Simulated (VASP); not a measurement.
# GaSe3 (Im-3m) in VASP: further runs

The runs below take GaSe3 through single point, with PBE.

All numbers are computed with VASP 6.6.1; they aren't measurements. Logs are shortened: lines on timing, memory, paths and dates and some standing lists are left out, and cuts for length are marked.

### Step 1. The cell of the first run

It takes space group Im-3m (No. 229, cubic). The conventional cell has a = 5.645 Å, b = 5.645 Å, c = 5.645 Å, α = 90.00°, β = 90.00°, γ = 90.00°. Within 3.7 Å of Ga (site symmetry m-3m) lie 6 Se at 2.82 Å. Within 3.7 Å of Se (site symmetry 4/mmm) lie 2 Ga at 2.82 Å and 4 Se at 2.82 Å.

### Step 2. Single point, PBE

File INCAR:

```
PREC = Accurate
ENCUT = 520
EDIFF = 1E-6
ISMEAR = 0
SIGMA = 0.1
LREAL = F
LASPH = T
NELM = 60
ALGO = Normal
ISIF = 2
LWAVE = F
LCHARG = F
GGA = PE
NBANDS = 24
```

File KPOINTS:

```
regular mesh
0
Gamma
  4 4 4
```

File POSCAR:

```
GaSe3
1.0
   -2.8223034825      2.8223034825      2.8223034825
    2.8223034825     -2.8223034825      2.8223034825
    2.8223034825      2.8223034825     -2.8223034825
Ga Se
1 3
Direct
    0.0000000000      0.0000000000      0.0000000000
    0.0000000000      0.5000000000      0.5000000000
    0.5000000000      0.0000000000      0.5000000000
    0.5000000000      0.5000000000      0.0000000000
```

Potentials or basis: VASP PAW PBE potentials, release 64 (Ga_d, Se).

Started as:

```sh
$ cat potpaw_PBE.64/Ga_d/POTCAR potpaw_PBE.64/Se/POTCAR > POTCAR
$ mpirun -np 1 vasp_std > vasp.out
```

OUTCAR:

```text
PREC = Accurate
   ENCUT = 520
   EDIFF = 1E-6
   ISMEAR = 0
   LREAL = F
   LASPH = T
   NELM = 60
   ISIF = 2
   GGA = PE

 ion  position               nearest neighbor table
   1  0.000  0.000  0.000-   2 2.82   3 2.82   4 2.82   2 2.82   3 2.82   4 2.82
   2  0.000  0.500  0.500-   1 2.82   1 2.82
   3  0.500  0.000  0.500-   1 2.82   1 2.82
   4  0.500  0.500  0.000-   1 2.82   1 2.82

  LATTYP: Found a body centered cubic cell.
 ALAT       =     5.6446069650

  Lattice vectors:

 A1 = (  -2.8223034825,   2.8223034825,   2.8223034825)
 A2 = (   2.8223034825,  -2.8223034825,   2.8223034825)
 A3 = (   2.8223034825,   2.8223034825,  -2.8223034825)

Analysis of symmetry for initial positions (statically):
=====================================================================
 Subroutine PRICEL returns:
 Original cell was already a primitive cell.

 Routine SETGRP: Setting up the symmetry group for a
 body centered cubic supercell.

 Subroutine GETGRP returns: Found 48 space group operations
 (whereof 48 operations were pure point group operations)
 out of a pool of 48 trial point group operations.

The static configuration has the point symmetry O_h .

Analysis of symmetry for dynamics (positions and initial velocities):
=====================================================================
 Subroutine PRICEL returns:
 Original cell was already a primitive cell.

 Routine SETGRP: Setting up the symmetry group for a
 body centered cubic supercell.

 Subroutine GETGRP returns: Found 48 space group operations
 (whereof 48 operations were pure point group operations)
 out of a pool of 48 trial point group operations.

The dynamic configuration has the point symmetry O_h .

 Subroutine INISYM returns: Found 48 space group operations
 (whereof 48 operations are pure point group operations),
 and found     1 'primitive' translations

----------------------------------------------------------------------------------------

                                     Primitive cell

  volume of cell :      89.9231

  direct lattice vectors                    reciprocal lattice vectors
    -2.822303483  2.822303483  2.822303483     0.000000000  0.177160253  0.177160253
     2.822303483 -2.822303483  2.822303483     0.177160253  0.000000000  0.177160253
[... 70 lines left out ...]
   ENCUT  =  520.0 eV  38.22 Ry    6.18 a.u.   9.09  9.09  9.09*2*pi/ulx,y,z
   NELM   =     60;   NELMIN=  2; NELMDL= -5     # of ELM steps
   EDIFF  = 0.1E-05   stopping-criterion for ELM
   LREAL  =      F    real-space projection
   EDIFFG = 0.1E-04   stopping-criterion for IOM
   NSW    =      0    number of steps for IOM
   IBRION =     -1    ionic relax: 0-MD 1-quasi-New 2-CG
   NFREE  =      0    steps in history (QN), initial steepest desc. (CG)
   ISIF   =      2    stress and relaxation
   ISYM   =      2    0-nonsym 1-usesym 2-fastsym
   POTIM  = 0.5000    time-step for ionic-motion
   TEBEG  =    0.0;   TEEND  =   0.0 temperature during run
   PSTRESS=    0.0 pullay stress
   NELECT =      31.0000    total number of electrons
   NUPDOWN=      -1.0000    fix difference up-down
   EMIN   =  10.00;   EMAX   =-10.00  energy-range for DOS
   EFERMI =   0.00;   METHOD = LEGACY
   ISMEAR =     0;   SIGMA  =   0.10  broadening in eV -4-tet -1-fermi 0-gaus
   EFERMI_NEDOS =   21; number of points for ismear=-14 and -15
   IALGO  =     38    algorithm
   IMIX   =      4    mixing-type and parameters
     AMIX     =   0.40;   BMIX     =  1.00
     AMIX_MAG =   1.60;   BMIX_MAG =  1.00
  volume/ion in A,a.u.               =      22.48       151.71
  Fermi-wavevector in a.u.,A,eV,Ry     =   1.147903  2.169221 17.928128  1.317680
  Thomas-Fermi vector in A             =   2.284580
   LORBIT       =      0    0 simple, 1 ext, 2 COOP (PROOUT), +10 PAW based schemes
   GGA     = PE    functional components
   LHFCALC =     F    Hartree Fock is set to
   AEXX    =    0.0000 exact exchange contribution
   IVDW    =     0    specifies the selected vdW correction
   LEPSILON=     F    determine dielectric tensor
   LRPA    =     F    only Hartree local field effects (RPA)
 non-spin polarized calculation
 Gauss-broadening in eV      SIGMA  =   0.10
  energy-cutoff  :      520.00
  volume of cell :       89.92
 maximum number of plane-waves:      2491
   NGX = 19   NGY = 19   NGZ = 19

 number of electron      30.9999994 magnetization

 Free energy of the ion-electron system (eV)
  ---------------------------------------------------
  ext. energy  EPLUGINS =         0.00000000
  ---------------------------------------------------
  free energy    TOTEN  =       -13.64389642 eV

  energy without entropy =      -13.59832874  energy(sigma->0) =      -13.62111258

 E-fermi :   5.0513     XC(G=0):  -9.9456

 val. band max:        4.0444180376   @ k =   0.5000   0.5000   0.2500
 cond. band min:       5.0576564880   @ k =   0.2500   0.0000   0.0000
 fundamental gap:      1.0132384504
 Fermi energy:         5.0512695523

 k-point     1 :       0.0000    0.0000    0.0000
  band No.  band energies     occupation
      1     -10.9250      2.00000
      2     -10.1319      2.00000
      3     -10.1319      2.00000
      4     -10.0582      2.00000
      5     -10.0582      2.00000
      6     -10.0582      2.00000
[... 205 lines left out ...]
     23      11.8698      0.00000
     24      11.8698      0.00000

------------------------ aborting loop because EDIFF is reached ----------------------------------------

  FORCE on cell =-STRESS in cart. coord.  units (eV):
  Direction    XX          YY          ZZ          XY          YZ          ZX
  --------------------------------------------------------------------------------------
  -------------------------------------------------------------------------------------
  Total       -0.0541232     -0.0541232     -0.0541232      0.0000000      0.0000000     -0.0000000
  in kB       -0.9643234     -0.9643234     -0.9643234      0.0000000      0.0000000     -0.0000000
  external PRESSURE =      -0.9643234 kB  Pullay stress =       0.0000000 kB

 VOLUME and BASIS-vectors are now :
 -----------------------------------------------------------------------------
  energy-cutoff  :      520.00
  volume of cell :       89.92
      direct lattice vectors                 reciprocal lattice vectors
    -2.822303483  2.822303483  2.822303483     0.000000000  0.177160253  0.177160253
     2.822303483 -2.822303483  2.822303483     0.177160253  0.000000000  0.177160253
     2.822303483  2.822303483 -2.822303483     0.177160253  0.177160253  0.000000000

 POSITION                                       TOTAL-FORCE (eV/Angst)
 -----------------------------------------------------------------------------------
      0.00000      0.00000      0.00000        -0.000000     -0.000000     -0.000000
      2.82230      0.00000      0.00000         0.000000      0.000000      0.000000
      0.00000      2.82230      0.00000        -0.000000     -0.000000      0.000000
      0.00000      0.00000      2.82230        -0.000000      0.000000     -0.000000
 -----------------------------------------------------------------------------------
    total drift:                                0.000000     -0.000000     -0.000000

  FREE ENERGIE OF THE ION-ELECTRON SYSTEM (eV)
  ---------------------------------------------------
  free  energy   TOTEN  =       -13.6438964153 eV

  energy  without entropy=      -13.5983287426  energy(sigma->0) =      -13.62111258
```

stdout:

```text
POSCAR found type information on POSCAR GaSe
 POSCAR found :  2 types and       4 ions
 scaLAPACK will be used
 LDA part: xc-table for (Slater+PW92), standard interpolation
 POSCAR, INCAR and KPOINTS ok, starting setup
 FFT: planning ... GRIDC
 FFT: planning ... GRID_SOFT
 FFT: planning ... GRID
 WAVECAR not read
 entering main loop
```

Wall time 9.8 s (1 thread of Intel Xeon 6975P-C (Granite Rapids), shared host); peak memory 0.2 GiB.

What came out:

```yaml
Free_energy: -13.6439 eV
Pressure: -0.1 GPa
```

Caveat: the k points lie up to 0.39 Å⁻¹ apart.

### Step 3. Single point, PBE

This run uses another cell than the first one, of 28.70 Å³/atom, 1.276 times its volume.

File INCAR:

```
SYSTEM = GaSe3
PREC = Accurate
ENCUT = 520
EDIFF = 1E-7
ISMEAR = 0
SIGMA = 0.1
LREAL = .FALSE.
LASPH = .TRUE.
NELM = 60
ALGO = Normal
ISIF = 2
LWAVE = .FALSE.
LCHARG = .TRUE.
GGA = PE
LELF = .TRUE.
LVHAR = .TRUE.
NBANDS = 24
```

File KPOINTS:

```
regular mesh
0
G
  4 4 4
  0 0 0
```

File POSCAR:

```
GaSe3
1.0
   -3.0615283500      3.0615283500      3.0615283500
    3.0615283500     -3.0615283500      3.0615283500
    3.0615283500      3.0615283500     -3.0615283500
Ga Se
1 3
Direct
    0.0000000000      0.0000000000      0.0000000000
    0.0000000000      0.5000000000      0.5000000000
    0.5000000000      0.0000000000      0.5000000000
    0.5000000000      0.5000000000      0.0000000000
```

Potentials or basis: VASP PAW PBE potentials, release 64 (Ga_d, Se).

Started as:

```sh
$ cat potpaw_PBE.64/Ga_d/POTCAR potpaw_PBE.64/Se/POTCAR > POTCAR
$ mpirun -np 1 vasp_std > vasp.out
```

Run time: 14 s. Hardware: 1 thread of Intel Xeon 6975P-C (Granite Rapids), shared host; peak memory 0.23 GiB.

Results (log left out):

```yaml
Free_energy: -12.8942 eV
Pressure: -7.7 GPa
```

Levels at points of the mesh, in eV from the Fermi level:
```csv
k point,band 12,band 13,band 14,band 15,band 16,band 17,band 18,band 19
"(0.00, 0.00, 0.00)",-3.96,-2.64,-2.64,-2.64,1.42,1.42,1.42,4.06
"(0.50, 0.00, 0.00)",-2.19,-1.99,-1.89,-1.82,-0.99,0.45,1.57,2.63
"(0.50, 0.50, 0.50)",-3.85,-1.93,-1.93,-1.93,1.66,1.66,1.66,5.92
```

Caveat: the k points lie up to 0.36 Å⁻¹ apart.
